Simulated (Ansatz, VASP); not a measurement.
**Two plane-wave programs on Pt**

```
Pt
1.0
     0.00000    1.94683    1.98090
     2.00037    0.00000    1.98090
     2.00037    1.94683    0.00000
Pt
1
Cartesian
  0.0000 0.0000 0.0000
```

Change from the starting cell: normal strain along x +0.0275, normal strain along z +0.0175.

Alike in both runs: task single point; functional LDA; k mesh 20 × 20 × 20; occupations gaussian, width 0.15 eV; no spin polarisation.

```csv
,VASP,Ansatz
version,VASP 6.6.1,Ansatz 0.2.0
potentials or method,"VASP PAW LDA potentials, release 64 (Pt), cutoff 520 eV","scalar-relativistic, plane waves, PAW"
valence electrons in the cell,10,18
```

Ansatz gave:

```
gap on the k mesh at the Fermi level (eV)                     : none
pressure (GPa)                                                : -12.0
traceless stress, the component that is largest in VASP (GPa) : 1.22
```

Which values does VASP return?

gap on the k mesh at the Fermi level (eV): none; pressure (GPa): -11.3; traceless stress, the component that is largest in VASP (GPa): 1.22.

LDA's correlation is that of Perdew and Zunger in VASP and of Perdew and Wang (1992) in Ansatz. A gap of «none» marks a metal or a gap that the smearing closes. VASP's potentials hold 10 valence electrons a cell and Ansatz's 18, so a difference there can come from the potentials and not from the codes.

Neither program's run includes spin-orbit coupling.
